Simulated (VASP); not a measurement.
**LiMgBN2: single point with PBE**

Crystal: LiMgBN2.

```xyz
5
Lattice="-2.0624 2.0624 4.7990 2.0624 -2.0624 4.7990 2.0624 2.0624 -4.7990" Properties=species:S:1:pos:R:3 pbc="T T T"
Li    2.0624    0.0000    2.3995
Mg    0.0000    2.0624    2.3995
B     0.0000    0.0000    4.7990
N     0.0000    0.0000    6.2508
N     0.0000    0.0000    3.3472
```

This cell differs from its parent crystal: strain +0.080 along x and y, +0.080 along z.

| Item | Value |
| --- | --- |
| Program | VASP 6.6.1 |
| Task | single point |
| Functional | PBE |
| Potentials or basis | VASP PAW PBE potentials, release 64 (Li_sv, Mg, B, N) |
| Cutoff | 520 eV |
| k mesh | 8 × 8 × 8 |
| Occupations | gaussian, width 0.05 eV |
| Spin | no spin polarisation |
| Dipole correction | no |
| Further INCAR settings | ALGO = Normal; EDIFF = 1e-07; NBANDS = 17 |

- Largest force: 2.929 eV/Å
- Band gap on the k mesh: 1.96 eV, indirect (least direct gap 3.00 eV)

Forces on the atoms (eV/Å):
```
Li   0.000  0.000  0.000
Mg   0.000  0.000  0.000
B    0.000  0.000  0.000
N    0.000  0.000 -2.929
N    0.000  0.000  2.929
```

Levels at points of the mesh, in eV from the valence-band top:
| k point | band 6 | band 7 | band 8 | band 9 | band 10 | band 11 | band 12 | band 13 |
| --- | --- | --- | --- | --- | --- | --- | --- | --- |
| (0.00, 0.00, 0.00) | -1.74 | -1.74 | -1.09 | -1.09 | 1.96 | 5.48 | 6.56 | 6.56 |
| (0.50, 0.00, 0.00) | -2.30 | -1.95 | -1.03 | -0.50 | 4.44 | 4.94 | 6.03 | 6.44 |
| (0.50, 0.50, 0.00) | -2.95 | -2.37 | -1.62 | -0.34 | 4.67 | 4.83 | 5.74 | 6.76 |
| (0.50, 0.50, 0.50) | -2.39 | -2.39 | 0.00 | 0.00 | 3.27 | 4.71 | 5.58 | 5.58 |

Wall time 4.9 min on 1 thread of AMD EPYC 9R45, with other jobs on the host, peak memory 0.28 GiB.

Caveat: the cell differs from its parent crystal (strain +0.080 along x and y, +0.080 along z); forces of over 1 eV/Å act on the atoms, so gaps and moduli don't describe the material at rest. A k mesh can miss the band edges.
